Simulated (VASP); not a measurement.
A run of VASP 6.6.1:

The input POSCAR:

```
CdSe
1.0
    0.0000000000      3.1304878824      3.1304878824
    3.1304878824      0.0000000000      3.1304878824
    3.1304878824      3.1304878824      0.0000000000
Cd Se
1 1
Direct
    0.0000000000      0.0000000000      0.0000000000
    0.2500000000      0.2500000000      0.2500000000
```

INCAR.step1

```
ALGO = Normal ; EDIFF = 1E-5
ENCUT = 520 ; GGA = PE
ISIF = 2 ; ISMEAR = -1
LASPH = T ; LCHARG = F
LREAL = F ; LWAVE = T
NBANDS = 16 ; NELM = 60
PREC = Accurate ; SIGMA = 0.05
```

File INCAR.step2:

```
AEXX = 0.25 ; ALGO = Normal
EDIFF = 1E-6 ; ENCUT = 520
ISIF = 2 ; ISMEAR = -1
ISTART = 1 ; LASPH = T
LCHARG = F ; LHFCALC = T
LMIXTAU = T ; LREAL = F
LWAVE = F ; METAGGA = R2SCAN
NBANDS = 16 ; NELM = 60
PREC = Accurate ; PRECFOCK = Normal
SIGMA = 0.05
```

The input KPOINTS:

```
k-points
0
Gamma
  4 4 4
```

Potentials or basis: VASP PAW PBE potentials, release 64 (Cd, Se).

Run with:

```sh
$ cat potpaw_PBE.64/Cd/POTCAR potpaw_PBE.64/Se/POTCAR > POTCAR
$ cp INCAR.step1 INCAR
$ mpirun -np 1 vasp_std > vasp.out
$ cp INCAR.step2 INCAR
$ mpirun -np 1 vasp_std > vasp.out
```

Hardware: 1 thread of Intel Xeon 8259CL, with other jobs on the host.

**Question.** How long does it take, and how much memory?

**Answer.** Run time: 24 min on 1 thread of Intel Xeon 8259CL, with other jobs on the host, peak memory 0.23 GiB. Counts: k points 8.
